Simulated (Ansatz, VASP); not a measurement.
**Two plane-wave programs on N**

```xyz
2
Lattice="9.0000 0.0000 0.0000 0.0000 9.5000 0.0000 0.0000 0.0000 10.0000" Properties=species:S:1:pos:R:3 pbc="T T T"
N     4.5000    4.7500    4.4534
N     4.5000    4.7500    5.5466
```

Alike in both runs: functional LDA; k mesh 1 × 1 × 1; occupations fermi-dirac, width 0.02 eV; no spin polarisation.

Ansatz relaxed the structure, and its values are those at the end. VASP's run is a single point on that final structure, the one shown.

```csv
,VASP,Ansatz
version,VASP 6.6.1,Ansatz 0.2.0
potentials or method,"VASP PAW LDA potentials, release 64 (N_h), cutoff 1000 eV","plane waves, PAW"
valence electrons in the cell,10,10
```

```csv
,VASP,Ansatz,Ansatz less VASP
rms of the force components (eV/Å),0.178,0.005,-0.1724
```

LDA's correlation is that of Perdew and Zunger in VASP and of Perdew and Wang (1992) in Ansatz. One of these differences is far larger than is usual between the two programs; its cause wasn't traced. Ansatz's warnings: stress scf threshold loose.
